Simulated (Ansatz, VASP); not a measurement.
## One calculation of BN, two programs

INCAR

```
PREC = Accurate
ENCUT = 600
EDIFF = 1E-6
ISMEAR = -1
SIGMA = 0.05
LREAL = False
LASPH = True
NELM = 80
ALGO = Normal
ISIF = 3
LWAVE = False
LCHARG = False
GGA = RP
IVDW = 12
IBRION = 2
NSW = 80
EDIFFG = -0.02
```

File KPOINTS:

```
Automatic mesh
0
Gamma
  13 13 13
```

Contents of POSCAR:

```
BN
1.0
    0.0000000000      1.8130010000      1.8130010000
    1.8130010000      0.0000000000      1.8130010000
    1.8130010000      1.8130010000      0.0000000000
N B
1 1
Direct
    0.2500000000      0.2500000000      0.2500000000
    0.0000000000      0.0000000000      0.0000000000
```

Contents of input.yaml:

```yaml
crystal:
  lattice:
    - [0.0, 1.813001, 1.813001]
    - [1.813001, 0.0, 1.813001]
    - [1.813001, 1.813001, 0.0]
  atoms:
    - { symbol: "N", position: [0.25, 0.25, 0.25] }
    - { symbol: B, position: [0.0, 0.0, 0.0] }
kpoints:
  mp_grid: { grid: [13, 13, 13] }
scf:
  occupations: { method: fermi_dirac, width: 0.05 }
hamiltonian:
  xc: rpbe
  dispersion: d3bj
  pseudopotentials: { kind: all_electron, lapw: { basis_error: 0.001 } }
output:
  forces: true
  stress: true
relax:
  f_tol: 0.02
  max_steps: 60
  cell: {}
```

Alike in both runs: task relaxation of cell and atoms; functional RPBE; dispersion D3(BJ); k mesh 13 × 13 × 13; occupations fermi-dirac, width 0.05 eV; no spin polarisation.

|  | VASP | Ansatz |
| --- | --- | --- |
| version | VASP 6.6.1 | Ansatz 0.2.0 |
| potentials or method | VASP PAW PBE potentials, release 64 (N, B), cutoff 600 eV | all-electron LAPW, scalar-relativistic |

|  | VASP | Ansatz | Ansatz less VASP |
| --- | --- | --- | --- |
| relaxed volume (Å³/atom) | 5.73 | 5.73 | -0.003 |
| relaxed cell length with the largest relative difference (Å) | 2.531 | 2.531 | -0.0004 |

VASP's potentials were made for PBE, not for RPBE. Ansatz ran all-electron here, and VASP with PAW potentials.
